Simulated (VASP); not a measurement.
## Si3Ge: single point with r2SCAN

The system is Si3Ge.

```
Si Ge
1.0
     1.98075    1.14359    6.46533
    -1.98075    1.14359    6.46533
     0.00000   -2.28718    6.46533
Si Ge
3 1
Direct
  0.00134 0.00134 0.00134
  0.49871 0.49871 0.49871
  0.37501 0.37501 0.37501
  0.87495 0.87495 0.87495
```

This cell differs from its parent crystal: volume changed by +6%.

```json
{"Program": "VASP 6.6.1", "Task": "single point", "Functional": "r2SCAN", "Potentials or basis": "VASP PAW PBE potentials, release 64 (Si, Ge_d)", "Cutoff": "520 eV", "k mesh": "6 × 6 × 6", "Occupations": "gaussian, width 0.01 eV", "Spin": "no spin polarisation", "Dipole correction": "no", "Further INCAR settings": "ALGO = Normal; EDIFF = 1e-07; NBANDS = 21"}
```

* Pressure: -4.8 GPa
* Largest force: 0.027 eV/Å
* Band gap on the k mesh: 0.87 eV, indirect (least direct gap 1.22 eV)

Forces on the atoms (eV/Å):
```
Si   0.000  0.000  0.027
Si   0.000  0.000 -0.025
Si   0.000  0.000  0.019
Ge   0.000  0.000 -0.021
```

Stress tensor (GPa, compression positive):
```
-4.74  0.00  0.00
 0.00 -4.74  0.00
 0.00  0.00 -4.87
```

Levels at points of the mesh, in eV from the valence-band top:
```csv
k point,band 11,band 12,band 13,band 14,band 15,band 16
"(0.00, 0.00, 0.00)",-0.03,0.00,0.00,1.22,2.36,2.65
"(0.50, 0.00, 0.00)",-3.50,-2.37,-2.17,1.58,1.95,4.60
"(0.50, 0.50, 0.00)",-2.92,-1.28,-1.28,0.87,1.05,1.41
"(0.50, 0.50, 0.50)",-0.98,-0.66,-0.66,1.76,1.79,3.49
```

It took 7.5 min on 1 thread of Intel(R) Xeon(R) 6975P-C (Granite Rapids), on a shared host, peak memory 0.41 GiB.

Caveat: the PAW data sets were made with another functional, which shifts forces and pressure a little. A k mesh can miss the band edges.
